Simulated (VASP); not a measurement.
Runs of VASP 6.6.1 on CuI. The structure is that of space group F-43m (No. 216), or close to it. The cells are those of the table. 

```tsv
task	cell	gap on the mesh (eV)	pressure (GPa)
single point	a = 4.229 Å, angles 60.0°, 2 atoms	1.26	2.2
electric field gradients	a = 4.287 Å, angles 60.0°, 2 atoms	1.14	0.4
electric field gradients	a = 4.229 Å, angles 60.0°, 2 atoms	1.26	2.2
single point	a = 4.287 Å, angles 60.0°, 2 atoms	1.14	(a)
electric field gradients	a = 4.316 Å, angles 60.0°, 2 atoms	1.09	-0.4
```

Alike in all rows: level PBE; potentials or basis VASP PAW PBE potentials, release 64 (Cu, I); no spin polarisation; k mesh 9 × 9 × 9; cutoff (eV) 520; smearing fermi-dirac 0.03 eV.

Problem. Estimate the missing entries.

Solution. (a) 0.3.

Caveats: spin-orbit coupling is left out, which moves the levels of the heavy elements.

A k mesh can miss the band edges, and the runs leave out spin-orbit coupling on I.
